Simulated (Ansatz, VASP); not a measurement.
# Two plane-wave programs on ZnS

```xyz
2
Lattice="0.0000 2.6671 2.6671 2.6671 0.0000 2.6671 2.6671 2.6671 0.0000" Properties=species:S:1:pos:R:3 pbc="T T T"
Zn    0.0000    0.0000    0.0000
S     1.3336    1.3336    1.3336
```

Change from the starting cell: hydrostatic strain -1.0%.

Alike in both runs: task single point; functional PBE; k mesh 8 × 8 × 8; occupations fermi-dirac, width 0.02 eV; no spin polarisation.

|  | VASP | Ansatz |
| --- | --- | --- |
| version | VASP 6.6.1 | Ansatz 0.2.0 |
| potentials or method | VASP PAW PBE potentials, release 64 (Zn, S) | plane waves, PAW |
| plane-wave cutoff (eV) | 520 | 420 |
| valence electrons in the cell | 18 | 18 |

Ansatz gave:

```
gap on the k mesh at the Fermi level (eV) : 2.28
pressure (GPa)                            : 4.8
```

Problem. Estimate VASP's values.

Solution. gap on the k mesh at the Fermi level (eV): 2.29; pressure (GPa): 5.0.

The functional is the same, so the differences come from potentials, cutoffs and numerics.
